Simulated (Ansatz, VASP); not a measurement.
**TiC3: VASP beside Ansatz**

```
Ti C
1.0
     3.77958    0.00000    0.00000
    -1.88979    3.27321    0.00000
     0.00000    0.00000    4.04214
Ti C
1 3
Direct
  0.00000 0.00000 0.00000
  0.00000 0.00000 0.50000
  0.33333 0.66667 0.00000
  0.66667 0.33333 0.00000
```

Alike in both runs: functional PBE; k mesh 6 × 6 × 4; occupations gaussian, width 0.1 eV; no spin polarisation.

Ansatz relaxed the structure, and its values are those at the end. VASP's run is a single point on that final structure, the one shown.

|  | VASP | Ansatz |
| --- | --- | --- |
| version | VASP 6.6.1 | Ansatz 0.2.0 |
| potentials or method | VASP PAW PBE potentials, release 64 (Ti_sv, C), cutoff 520 eV | scalar-relativistic, plane waves, PAW |
| valence electrons in the cell | 24 | 24 |

|  | VASP | Ansatz | Ansatz less VASP |
| --- | --- | --- | --- |
| gap on the k mesh at the Fermi level (eV) | none | none | - |
| pressure (GPa) | 0.0 | 0.0 | +0.03 |

A gap of «none» marks a metal or a gap that the smearing closes. With one functional, cell and mesh, what is left measures potentials, basis and numerics.

The k mesh is coarse, so the values compare programs but aren't converged.
